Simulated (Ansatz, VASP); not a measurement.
# Two plane-wave programs on SnSe2

```
CELL_PARAMETERS angstrom
3.81100 0.00000 0.00000
-1.90550 3.30042 0.00000
0.00000 0.00000 6.13600
ATOMIC_POSITIONS crystal
Sn 0.00000 0.00000 0.00000
Se 0.66667 0.33333 0.75100
Se 0.33333 0.66667 0.24900
```

Alike in both runs: task relaxation of cell and atoms; functional PBEsol; dispersion D3(BJ); k mesh 8 × 8 × 5; occupations fermi-dirac, width 0.05 eV; no spin polarisation.

|  | VASP | Ansatz |
| --- | --- | --- |
| version | VASP 6.6.1 | Ansatz 0.2.0 |
| potentials or method | VASP PAW PBE potentials, release 64 (Sn_d, Se) | Ansatz PAW |
| plane-wave cutoff (eV) | 600 | 420 |
| valence electrons in the cell | 26 | 46 |

|  | VASP | Ansatz | Ansatz less VASP |
| --- | --- | --- | --- |
| relaxed volume (Å³/atom) | 23.93 | 23.91 | -0.019 |
| relaxed cell length with the largest relative difference (Å) | 3.795 | 3.793 | -0.0027 |

VASP's potentials were made for PBE, not for PBEsol. VASP's potentials hold 26 valence electrons a cell and Ansatz's 46, so a difference there can come from the potentials and not from the codes.

Noted on Ansatz's run: the plane-wave basis is chosen anew once the cell has moved, so the energies of steps on either side of that aren't comparable.
